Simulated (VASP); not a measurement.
C: relaxation of cell and atoms with PBEsol

C:

```xyz
2
Lattice="0.0000 1.7769 1.7769 1.7769 0.0000 1.7769 1.7769 1.7769 0.0000" Properties=species:S:1:pos:R:3 pbc="T T T"
C     1.7769    1.7769    1.7769
C     2.6654    2.6654    2.6654
```

```json
{"Program": "VASP 6.6.1", "Task": "relaxation of cell and atoms", "Functional": "PBEsol", "Potentials or basis": "VASP PAW PBE potentials, release 64 (C)", "Cutoff": "600 eV", "k mesh": "10 × 10 × 10", "Occupations": "gaussian, width 0.01 eV", "Spin": "no spin polarisation", "Target pressure": "4 GPa", "Dipole correction": "no", "Further INCAR settings": "ALGO = Normal; EDIFF = 1e-07; IBRION = 2; EDIFFG = -0.002; NSW = 100; ISIF = 3"}
```

```
Relaxed volume                                         : 5.57 Å³/atom
Relaxed cell                                           : a = 2.506 Å, b = 2.506 Å, c = 2.506 Å, α = 60.00°, β = 60.00°, γ = 60.00°
Space group after relaxing (to 0.05 Å)                 : Fd-3m (No. 227)
Energy change on relaxing (the enthalpy is what falls) : +0.6 meV/atom
Ionic steps                                            : 3
Pressure after relaxing                                : 4.0 GPa
Band gap on the k mesh                                 : 4.08 eV, indirect (least direct gap 5.59 eV)
```

Step by step:
```tsv
step	energy change (eV)	largest force (eV/Å)	pressure (GPa)	volume (Å³)
1	0.0000	0.0000	0.44	11.22
2	0.0058	0.0000	8.87	11.02
3	0.0012	0.0000	4.00	11.13
```

Final structure:
```
C
1.0
     0.00000    1.77230    1.77230
     1.77230    0.00000    1.77230
     1.77230    1.77230    0.00000
C
2
Direct
  0.50000 0.50000 0.50000
  0.75000 0.75000 0.75000
```

Levels at points of the mesh, in eV from the valence-band top:
| k point | band 2 | band 3 | band 4 | band 5 | band 6 | band 7 |
| --- | --- | --- | --- | --- | --- | --- |
| (0.00, 0.00, 0.00) | 0.00 | 0.00 | 0.00 | 5.59 | 5.59 | 5.59 |
| (0.50, 0.00, 0.00) | -13.68 | -2.86 | -2.86 | 8.46 | 8.46 | 9.09 |
| (0.50, 0.50, 0.00) | -12.91 | -6.45 | -6.45 | 4.64 | 4.64 | 17.07 |

Run time: 6.4 s on 1 thread of Intel(R) Xeon(R) Platinum 8375C CPU @ 2.90GHz (Ice Lake), with other jobs on the host, peak memory 0.12 GiB.

Caveat: the cell is relaxed towards a set pressure, so the enthalpy falls and the energy may rise; the PAW data sets were made with another functional, which shifts forces and pressure a little. PBEsol gaps usually lie below the measured ones, often by a third to a half.
